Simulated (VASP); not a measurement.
# Pb (Fm-3m) in VASP: notebook

Runs on Pb. Level: PBEsol. Tasks: single point, relaxation of cell and atoms.

Everything below comes from runs of VASP 6.6.1. Logs are shortened: lines on timing, memory, paths and dates and some standing lists are left out, and cuts for length are marked.

## (1) The cell of the first run

Symmetry: Fm-3m, No. 225, cubic system. Conventional cell: a = 4.941 Å, b = 4.941 Å, c = 4.941 Å, α = 90.00°, β = 90.00°, γ = 90.00°. Within 4.6 Å of Pb (site symmetry m-3m) lie 12 Pb at 3.49 Å.

## (2) Single point, PBEsol

INCAR reads:

```
SYSTEM = Pb
  ALGO = Normal
  EDIFF = 1E-6
  ENCUT = 520
  GGA = PS
  ISIF = 2
  ISMEAR = 1
  LASPH = .TRUE.
  LCHARG = .FALSE.
  LREAL = .FALSE.
  LWAVE = .FALSE.
  NBANDS = 13
  NELM = 100
  PREC = Accurate
  SIGMA = 0.05
```

KPOINTS reads:

```
k-points
0
G
  8 8 8
  0 0 0
```

POSCAR reads:

```
Pb
1.0
    0.0000000000      2.4704113031      2.4704113031
    2.4704113031      0.0000000000      2.4704113031
    2.4704113031      2.4704113031      0.0000000000
Pb
1
Direct
    0.0000000000      0.0000000000      0.0000000000
```

Potentials or basis: VASP PAW PBE potentials, release 64 (Pb_d).

Started as:

```sh
> cat potpaw_PBE.64/Pb_d/POTCAR > POTCAR
> mpirun -np 1 vasp_std > vasp.out
```

OUTCAR:

```text
SYSTEM = Pb
   EDIFF = 1E-6
   ENCUT = 520
   GGA = PS
   ISIF = 2
   ISMEAR = 1
   LASPH = .TRUE.
   LREAL = .FALSE.
   NELM = 100
   PREC = Accurate

 ion  position               nearest neighbor table
   1  0.000  0.000  0.000-

  LATTYP: Found a face centered cubic cell.
 ALAT       =     4.9408226062

  Lattice vectors:

 A1 = (   0.0000000000,   2.4704113031,   2.4704113031)
 A2 = (   2.4704113031,   0.0000000000,   2.4704113031)
 A3 = (   2.4704113031,   2.4704113031,   0.0000000000)

Analysis of symmetry for initial positions (statically):
=====================================================================
 Subroutine PRICEL returns:
 Original cell was already a primitive cell.

 Routine SETGRP: Setting up the symmetry group for a
 face centered cubic supercell.

 Subroutine GETGRP returns: Found 48 space group operations
 (whereof 48 operations were pure point group operations)
 out of a pool of 48 trial point group operations.

The static configuration has the point symmetry O_h .

Analysis of symmetry for dynamics (positions and initial velocities):
=====================================================================
 Subroutine PRICEL returns:
 Original cell was already a primitive cell.

 Routine SETGRP: Setting up the symmetry group for a
 face centered cubic supercell.

 Subroutine GETGRP returns: Found 48 space group operations
 (whereof 48 operations were pure point group operations)
 out of a pool of 48 trial point group operations.

The dynamic configuration has the point symmetry O_h .

 Subroutine INISYM returns: Found 48 space group operations
 (whereof 48 operations are pure point group operations),
 and found     1 'primitive' translations

----------------------------------------------------------------------------------------

                                     Primitive cell

  volume of cell :      30.1535

  direct lattice vectors                    reciprocal lattice vectors
     0.000000000  2.470411303  2.470411303    -0.202395447  0.202395447  0.202395447
     2.470411303  0.000000000  2.470411303     0.202395447 -0.202395447  0.202395447
     2.470411303  2.470411303  0.000000000     0.202395447  0.202395447 -0.202395447

  length of vectors
     3.493689169  3.493689169  3.493689169     0.350559197  0.350559197  0.350559197

  position of ions in fractional coordinates (direct lattice)
     0.000000000  0.000000000  0.000000000

  ion indices of the primitive-cell ions
   primitive index   ion index
                 1           1

----------------------------------------------------------------------------------------

 KPOINTS: k-points

Automatic generation of k-mesh.
 Grid dimensions read from file:
 generate k-points for:    8    8    8

 Generating k-lattice:

  Cartesian coordinates                     Fractional coordinates (reciprocal lattice)
    -0.025299431  0.025299431  0.025299431     0.125000000  0.000000000  0.000000000
     0.025299431 -0.025299431  0.025299431     0.000000000  0.125000000  0.000000000
     0.025299431  0.025299431 -0.025299431     0.000000000  0.000000000  0.125000000

  Length of vectors
     0.043819900  0.043819900  0.043819900

  Shift w.r.t. Gamma in fractional coordinates (k-lattice)
     0.000000000  0.000000000  0.000000000

 Subroutine IBZKPT returns following result:
 ===========================================

 Found     29 irreducible k-points:

 Following reciprocal coordinates:
            Coordinates               Weight
  0.000000  0.000000  0.000000      1.000000
  0.125000  0.000000  0.000000      8.000000
  0.250000  0.000000  0.000000      8.000000
  0.375000  0.000000  0.000000      8.000000
  0.500000  0.000000  0.000000      4.000000
  0.125000  0.125000  0.000000      6.000000
[... 16 lines left out ...]
  0.500000  0.250000  0.125000     48.000000
 -0.375000  0.250000  0.125000     24.000000
 [... further k-points ...]
   k-points           NKPTS =     29   k-points in BZ     NKDIM =     29   number of bands    NBANDS=     13
   number of dos      NEDOS =    301   number of ions     NIONS =      1
   total plane-waves  NPLWV =  21952
   dimension x,y,z NGX =    28 NGY =   28 NGZ =   28
   dimension x,y,z NGXF=    56 NGYF=   56 NGZF=   56
   ions per type =               1
   NGX,Y,Z   is equivalent  to a cutoff of  13.32, 13.32, 13.32 a.u.
   NGXF,Y,Z  is equivalent  to a cutoff of  26.65, 26.65, 26.65 a.u.
 SYSTEM =  Pb
   PREC   = accura    normal or accurate (medium, high low for compatibility)
   ISTART =      0    job   : 0-new  1-cont  2-samecut
   ICHARG =      2    charge: 1-file 2-atom 10-const
   ISPIN  =      1    spin polarized calculation?
   LNONCOLLINEAR =      F non collinear calculations
   LSORBIT =      F    spin-orbit coupling
   LASPH  =      T    aspherical Exc in radial PAW
   ENCUT  =  520.0 eV  38.22 Ry    6.18 a.u.   6.50  6.50  6.50*2*pi/ulx,y,z
   NELM   =    100;   NELMIN=  2; NELMDL= -5     # of ELM steps
   EDIFF  = 0.1E-05   stopping-criterion for ELM
   LREAL  =      F    real-space projection
   EDIFFG = 0.1E-04   stopping-criterion for IOM
   NSW    =      0    number of steps for IOM
   IBRION =     -1    ionic relax: 0-MD 1-quasi-New 2-CG
   NFREE  =      0    steps in history (QN), initial steepest desc. (CG)
   ISIF   =      2    stress and relaxation
   ISYM   =      2    0-nonsym 1-usesym 2-fastsym
   POTIM  = 0.5000    time-step for ionic-motion
   TEBEG  =    0.0;   TEEND  =   0.0 temperature during run
   PSTRESS=    0.0 pullay stress
   NELECT =      14.0000    total number of electrons
   NUPDOWN=      -1.0000    fix difference up-down
   EMIN   =  10.00;   EMAX   =-10.00  energy-range for DOS
   EFERMI =   0.00;   METHOD = LEGACY
   ISMEAR =     1;   SIGMA  =   0.05  broadening in eV -4-tet -1-fermi 0-gaus
   EFERMI_NEDOS =   21; number of points for ismear=-14 and -15
   IALGO  =     38    algorithm
   IMIX   =      4    mixing-type and parameters
     AMIX     =   0.40;   BMIX     =  1.00
     AMIX_MAG =   1.60;   BMIX_MAG =  1.00
  volume/ion in A,a.u.               =      30.15       203.49
  Fermi-wavevector in a.u.,A,eV,Ry     =   1.267666  2.395542 21.864258  1.606978
  Thomas-Fermi vector in A             =   2.400802
   LORBIT       =      0    0 simple, 1 ext, 2 COOP (PROOUT), +10 PAW based schemes
   GGA     = PS    functional components
   LHFCALC =     F    Hartree Fock is set to
   AEXX    =    0.0000 exact exchange contribution
   IVDW    =     0    specifies the selected vdW correction
   LEPSILON=     F    determine dielectric tensor
   LRPA    =     F    only Hartree local field effects (RPA)
 non-spin polarized calculation
 Methfessel and Paxton  Order N= 1 SIGMA  =   0.05
  energy-cutoff  :      520.00
  volume of cell :       30.15
 maximum number of plane-waves:       869
 NGX is ok and might be reduce to    28
   NGX = 13   NGY = 13   NGZ = 13

 number of electron      13.9999999 magnetization

 Free energy of the ion-electron system (eV)
  ---------------------------------------------------
  ext. energy  EPLUGINS =         0.00000000
  ---------------------------------------------------
  free energy    TOTEN  =        -4.01365969 eV

  energy without entropy =       -4.01365186  energy(sigma->0) =       -4.01365708

 E-fermi :   7.0363     XC(G=0): -10.3665

 val. band max:        7.0015983201   @ k =   0.3750   0.2500   0.0000
 cond. band min:       7.2682478665   @ k =  -0.3750   0.2500   0.0000
 fundamental gap:      0.2666495463
 Fermi energy:         7.0363052067

 k-point     1 :       0.0000    0.0000    0.0000
  band No.  band energies     occupation
      1      -9.8206      2.00000
      2      -9.8206      2.00000
      3      -9.8206      2.00000
      4      -9.6764      2.00000
      5      -9.6764      2.00000
      6      -4.6407      2.00000
      7      14.6215      0.00000
      8      14.6215      0.00000
      9      14.6215      0.00000
     10      16.9314      0.00000
     11      18.5519      0.00000
     12      19.6853      0.00000
     13      19.6853      0.00000

 k-point     2 :       0.1250    0.0000    0.0000
  band No.  band energies     occupation
      1      -9.8216      2.00000
      2      -9.8001      2.00000
      3      -9.8001      2.00000
      4      -9.6758      2.00000
      5      -9.6758      2.00000
      6      -4.3376      2.00000
      7      11.8010      0.00000
      8      14.2710      0.00000
      9      14.2710      0.00000
     10      16.4936      0.00000
     11      19.6826      0.00000
     12      20.3055      0.00000
     13      20.3055      0.00000

 k-point     3 :       0.2500    0.0000    0.0000
  band No.  band energies     occupation
      1      -9.8298      2.00000
      2      -9.7840      2.00000
      3      -9.7840      2.00000
      4      -9.6400      2.00000
      5      -9.6400      2.00000
      6      -3.4330      2.00000
      7       7.9175     -0.00000
      8      13.5767      0.00000
      9      13.5767      0.00000
     10      16.1604      0.00000
     11      18.6811      0.00000
     12      19.5455      0.00000
     13      19.5455      0.00000

 k-point     4 :       0.3750    0.0000    0.0000
  band No.  band energies     occupation
      1      -9.8445      2.00000
      2      -9.7997      2.00000
      3      -9.7997      2.00000
      4      -9.5707      2.00000
      5      -9.5707      2.00000
      6      -2.0276      2.00000
      7       4.6120      2.00000
      8      12.9928      0.00000
      9      12.9928      0.00000
     10      16.1483      0.00000
     11      17.3669      0.00000
     12      18.6825      0.00000
     13      18.6825      0.00000

 k-point     5 :       0.5000    0.0000    0.0000
  band No.  band energies     occupation
      1      -9.8523      2.00000
      2      -9.8094      2.00000
      3      -9.8094      2.00000
      4      -9.5382      2.00000
      5      -9.5382      2.00000
      6      -0.9751      2.00000
      7       2.9151      2.00000
      8      12.7696      0.00000
      9      12.7696      0.00000
     10      16.3955      0.00000
     11      16.6773      0.00000
     12      18.3939      0.00000
     13      18.3939      0.00000
[... 257 lines left out ...]
 k-point    22 :       0.3750    0.2500    0.1250
  band No.  band energies     occupation
      1      -9.8592      2.00000
      2      -9.7753      2.00000
      3      -9.7123      2.00000
      4      -9.6716      2.00000
      5      -9.5885      2.00000
      6      -2.6475      2.00000
      7       7.8012     -0.00000
      8       9.6017      0.00000
      9      12.2265      0.00000
     10      16.2522      0.00000
     11      16.8250      0.00000
     12      19.9125      0.00000
     13      22.4448      0.00000

 k-point    23 :       0.5000    0.2500    0.1250
  band No.  band energies     occupation
      1      -9.8342      2.00000
      2      -9.7975      2.00000
      3      -9.7106      2.00000
      4      -9.6297      2.00000
      5      -9.5624      2.00000
      6      -1.3184      2.00000
      7       5.3003      2.00000
      8       8.6766      0.00000
      9      11.0095      0.00000
     10      16.0416      0.00000
     11      18.3412      0.00000
     12      19.7150      0.00000
     13      22.4858      0.00000

 k-point    24 :      -0.3750    0.2500    0.1250
  band No.  band energies     occupation
      1      -9.8241      2.00000
      2      -9.8049      2.00000
      3      -9.6952      2.00000
      4      -9.6350      2.00000
      5      -9.5456      2.00000
      6      -0.3879      2.00000
      7       3.8418      2.00000
      8       8.5706      0.00000
      9      10.4510      0.00000
     10      15.9388      0.00000
     11      18.1655      0.00000
     12      22.3647      0.00000
     13      22.8373      0.00000

 [... further k-points ...]

------------------------ aborting loop because EDIFF is reached ----------------------------------------

  FORCE on cell =-STRESS in cart. coord.  units (eV):
  Direction    XX          YY          ZZ          XY          YZ          ZX
  --------------------------------------------------------------------------------------
  -------------------------------------------------------------------------------------
  Total       -0.0120737     -0.0120737     -0.0120737     -0.0000000     -0.0000000     -0.0000000
  in kB       -0.6415238     -0.6415238     -0.6415238     -0.0000000     -0.0000000     -0.0000000
  external PRESSURE =      -0.6415238 kB  Pullay stress =       0.0000000 kB

 VOLUME and BASIS-vectors are now :
 -----------------------------------------------------------------------------
  energy-cutoff  :      520.00
  volume of cell :       30.15
      direct lattice vectors                 reciprocal lattice vectors
     0.000000000  2.470411303  2.470411303    -0.202395447  0.202395447  0.202395447
     2.470411303  0.000000000  2.470411303     0.202395447 -0.202395447  0.202395447
     2.470411303  2.470411303  0.000000000     0.202395447  0.202395447 -0.202395447

 POSITION                                       TOTAL-FORCE (eV/Angst)
 -----------------------------------------------------------------------------------
      0.00000      0.00000      0.00000         0.000000     -0.000000     -0.000000
 -----------------------------------------------------------------------------------
    total drift:                               -0.000000     -0.000000     -0.000000

  FREE ENERGIE OF THE ION-ELECTRON SYSTEM (eV)
  ---------------------------------------------------
  free  energy   TOTEN  =        -4.0136596924 eV

  energy  without entropy=       -4.0136518613  energy(sigma->0) =       -4.01365708
```

Wall time 11 s (1 thread of Intel Xeon Platinum 8488C (Sapphire Rapids), shared host); peak memory 0.16 GiB.

Results:

- Free energy: -4.0137 eV
- Pressure: -0.1 GPa
- Band gap on the k mesh: zero (bands 7 and 8 overlap by 8.85 eV)

Caveat: the PAW data sets were made with another functional, which shifts forces and pressure a little; spin-orbit coupling is left out, which moves the levels of the heavy elements.

## (3) Relaxation of cell and atoms, PBEsol

This run uses another cell than the first one, of 30.32 Å³/atom.

INCAR reads:

```
ALGO     = Normal         # electronic algorithm
EDIFF    = 1E-6           # SCF threshold, eV
EDIFFG   = -0.03          # ionic threshold
ENCUT    = 600            # plane-wave cutoff, eV
GGA      = PS             # functional
IBRION   = 2              # ionic algorithm
ISIF     = 3              # what is computed and relaxed
ISMEAR   = 1              # smearing method
LASPH    = True           # aspherical terms in the spheres
LCHARG   = False          # write CHGCAR
LREAL    = False          # projectors in reciprocal space
LWAVE    = False          # write WAVECAR
NELM     = 60             # most SCF steps
NSW      = 80             # ionic steps
PREC     = Accurate       # precision mode
SIGMA    = 0.05           # smearing width, eV
```

KPOINTS reads:

```
k-points
0
Gamma
  8 8 8
```

POSCAR reads:

```
Pb
1.0
    0.0000000000      2.4750200000      2.4750200000
    2.4750200000      0.0000000000      2.4750200000
    2.4750200000      2.4750200000      0.0000000000
Pb
1
Direct
    0.0000000000      0.0000000000      0.0000000000
```

Potentials or basis: VASP PAW PBE potentials, release 64 (Pb_d).

Started as:

```sh
> cat potpaw_PBE.64/Pb_d/POTCAR > POTCAR
> mpirun -np 1 vasp_std > vasp.out
```

It took 14 s on 1 thread of Intel Xeon Platinum 8488C (Sapphire Rapids), shared host; peak memory 0.16 GiB.

It converged, with:

| Property | Result |
| --- | --- |
| Free energy | -4.0138 eV |
| Relaxed volume | 30.11 Å³/atom |
| Relaxed cell | a = 3.492 Å, b = 3.492 Å, c = 3.492 Å, α = 60.00°, β = 60.00°, γ = 60.00° |
| Space group after relaxing (to 0.1 Å) | Fm-3m (No. 225) |
| Energy gained by relaxing | 0.1 meV/atom |
| Ionic steps | 2 |
| Pressure after relaxing | 0.1 GPa |
| Band gap on the k mesh | zero (bands 7 and 8 overlap by 8.87 eV) |

The path:
| step | energy change (eV) | largest force (eV/Å) | pressure (GPa) | volume (Å³) |
| --- | --- | --- | --- | --- |
| 1 | 0.0000 | 0.0000 | -0.26 | 30.32 |
| 2 | -0.0001 | 0.0000 | 0.09 | 30.11 |

Final structure:
```
CELL_PARAMETERS angstrom
0.00000 2.46914 2.46914
2.46914 0.00000 2.46914
2.46914 2.46914 0.00000
ATOMIC_POSITIONS crystal
Pb 0.00000 0.00000 0.00000
```

Levels at points of the mesh, in eV from the Fermi level:
```tsv
k point	band 4	band 5	band 6	band 7	band 8	band 9	band 10	band 11
(0.00, 0.00, 0.00)	-16.72	-16.72	-11.69	7.60	7.60	7.60	9.89	11.53
(0.50, 0.00, 0.00)	-16.58	-16.58	-8.02	-4.13	5.74	5.74	9.36	9.65
(0.50, 0.50, 0.00)	-16.54	-16.54	-6.59	-3.19	2.17	2.17	5.51	6.79
```

Caveat: the PAW data sets were made with another functional, which shifts forces and pressure a little; spin-orbit coupling is left out, which moves the levels of the heavy elements.
